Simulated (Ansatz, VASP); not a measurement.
One calculation of AlN, two programs

```xyz
4
Lattice="3.1110 0.0467 0.0467 -1.5151 2.6709 0.0171 0.0747 0.0747 4.9780" Properties=species:S:1:pos:R:3 pbc="T T T"
Al    0.0269    1.7961    0.0269
Al    1.6063    0.9587    2.5258
N     0.0557    1.8249    1.9435
N     1.6351    0.9875    4.4423
```

Change from the starting cell: equal xy, yz and zx shear strains of +3 %, PAW files.

Alike in both runs: task electric field gradients; functional PBE; k mesh 11 × 11 × 6; occupations fermi-dirac, width 0.02 eV; no spin polarisation.

|  | VASP | Ansatz |
| --- | --- | --- |
| version | VASP 6.6.1 | Ansatz 0.2.0 |
| potentials or method | VASP PAW PBE potentials, release 64 (Al, N) | PAW with Ansatz's default frozen-core files, scalar-relativistic |
| plane-wave cutoff (eV) | 520 | 420 |
| valence electrons in the cell | 16 | 16 |

|  | VASP | Ansatz | Ansatz less VASP |
| --- | --- | --- | --- |
| gap on the k mesh at the Fermi level (eV) | 4.10 | 4.09 | -0.010 |
| pressure (GPa) | 4.1 | 4.3 | +0.26 |
| traceless stress, the component that is largest in VASP (GPa) | -5.46 | -5.42 | +0.044 |
| rms of the force components (eV/Å) | 0.235 | 0.233 | -0.0013 |
| size of Vzz on the site where it differs most (V/Å²) | 11.3 | 10.9 | -0.44 |

Atom by atom the forces differ by 0.001 eV/Å (rms over components). With one functional, cell and mesh, what is left measures potentials, basis and numerics.
